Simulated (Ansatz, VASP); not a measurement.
**Cd in VASP and in Ansatz**

Contents of INCAR:

```
PREC = Accurate ; ENCUT = 520
EDIFF = 1E-7 ; ISMEAR = -1
SIGMA = 0.1 ; LREAL = F
LASPH = T ; NELM = 60
ALGO = Normal ; ISIF = 2
LWAVE = F ; LCHARG = T
GGA = B5 ; ALDAX = 1.0
AGGAX = 1.0 ; AGGAC = 1.0
ALDAC = 0.0 ; LELF = T
LVHAR = T ; NBANDS = 12
```

Contents of KPOINTS:

```
regular mesh
0
Gamma
  13 13 13
```

The input POSCAR:

```
Cd
1.0
    0.0000000000      2.3962869706      2.3962869706
    2.3962869706      0.0000000000      2.3962869706
    2.3962869706      2.3962869706      0.0000000000
Cd
1
Direct
    0.0000000000      0.0000000000      0.0000000000
```

Input for Ansatz:

```yaml
crystal:
  lattice:
    - [0.0, 2.3962869706, 2.3962869706]
    - [2.3962869706, 0.0, 2.3962869706]
    - [2.3962869706, 2.3962869706, 0.0]
  atoms:
    - { symbol: Cd, position: [0.0, 0.0, 0.0] }
hamiltonian:
  xc: blyp
  pseudopotentials:
    kind: paw
    azcp:
      Cd: "pseudopotentials/Cd.paw.azcp"
basis:
  ecutwfc: 420
  fft_grid_basis: typed
kpoints:
  mp_grid: { grid: [13, 13, 13], shift: [0, 0, 0] }
magnetization:
  spin_polarized: false
scf:
  occupations: { method: fermi_dirac, width: 0.1 }
  lower_state_search: "off"
output:
  stress: true
```

Alike in both runs: task single point; functional BLYP; k mesh 13 × 13 × 13; occupations fermi-dirac, width 0.1 eV; no spin polarisation.

|  | VASP | Ansatz |
| --- | --- | --- |
| version | VASP 6.6.1 | Ansatz 0.2.0 |
| potentials or method | VASP PAW PBE potentials, release 64 (Cd), cutoff 520 eV | plane waves (420 eV) with PAW, scalar-relativistic |
| valence electrons in the cell | 12 | 20 |

```csv
,VASP,Ansatz,Ansatz less VASP
pressure (GPa),-0.6,-0.7,-0.07
```

VASP's potentials were made for PBE, not for BLYP. VASP's potentials hold 12 valence electrons a cell and Ansatz's 20, so a difference there can come from the potentials and not from the codes.
